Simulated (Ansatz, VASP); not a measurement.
## Two plane-wave programs on BN

```xyz
16
Lattice="2.5064 -4.3413 0.0000 2.5064 4.3413 0.0000 0.0000 0.0000 6.6168" Properties=species:S:1:pos:R:3 pbc="T T T"
B     1.2532   -0.7235    1.6542
B     2.5064   -2.8942    1.6542
B     2.5064    1.4471    1.6542
B     3.7597   -0.7235    1.6542
B     2.5064   -1.4471    4.9626
B     1.2532    0.7235    4.9626
B     3.7597    0.7235    4.9626
B     2.5064    2.8942    4.9626
N     1.2532   -0.7235    4.9626
N     2.5064   -2.8942    4.9626
N     2.5064    1.4471    4.9626
N     3.7597   -0.7235    4.9626
N     2.5064   -1.4471    1.6542
N     1.2532    0.7235    1.6542
N     3.7597    0.7235    1.6542
N     2.5064    2.8942    1.6542
```

Alike in both runs: task single point; functional PBE; dispersion D3(BJ); k mesh 6 × 6 × 4; occupations gaussian, width 0.05 eV; no spin polarisation.

|  | VASP | Ansatz |
| --- | --- | --- |
| version | VASP 6.6.1 | Ansatz 0.2.0 |
| potentials or method | VASP PAW PBE potentials, release 64 (B, N), cutoff 520 eV | scalar-relativistic, plane waves, PAW |
| valence electrons in the cell | 64 | 64 |

```tsv
	VASP	Ansatz	Ansatz less VASP
gap on the k mesh at the Fermi level (eV)	4.27	4.27	+0.007
least direct gap on the mesh (eV)	4.63	4.64	+0.003
pressure (GPa)	0.1	0.0	-0.08
traceless stress, the component that is largest in VASP (GPa)	-0.20	-0.01	+0.196
```
